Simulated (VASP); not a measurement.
GaN:

```
Ga N
1.0
     0.00000    2.24895    2.24895
     2.24895    0.00000    2.24895
     2.24895    2.24895    0.00000
Ga N
1 1
Direct
  0.00000 0.00000 0.00000
  0.75000 0.75000 0.75000
```

Program: VASP 6.6.1. Alike in all runs: task single point; no spin polarisation; cell as given; k mesh 10 × 10 × 10; cutoff (eV) 520.

Problem. Order these runs on this cell by their pressure, lowest first.
A. level PBE; potentials or basis VASP PAW PBE potentials, release 64 (Ga_d, N); smearing fermi-dirac 0.02 eV
B. level LDA; potentials or basis VASP PAW LDA potentials, release 64 (Ga_d, N); smearing gaussian 0.01 eV
C. level r2SCAN; potentials or basis VASP PAW PBE potentials, release 64 (Ga_d, N); smearing gaussian 0.01 eV

Solution. B (-4.4 GPa), C (1.1 GPa), A (6.3 GPa).

Caveats: the PAW data sets were made with another functional, which shifts forces and pressure a little (some runs).
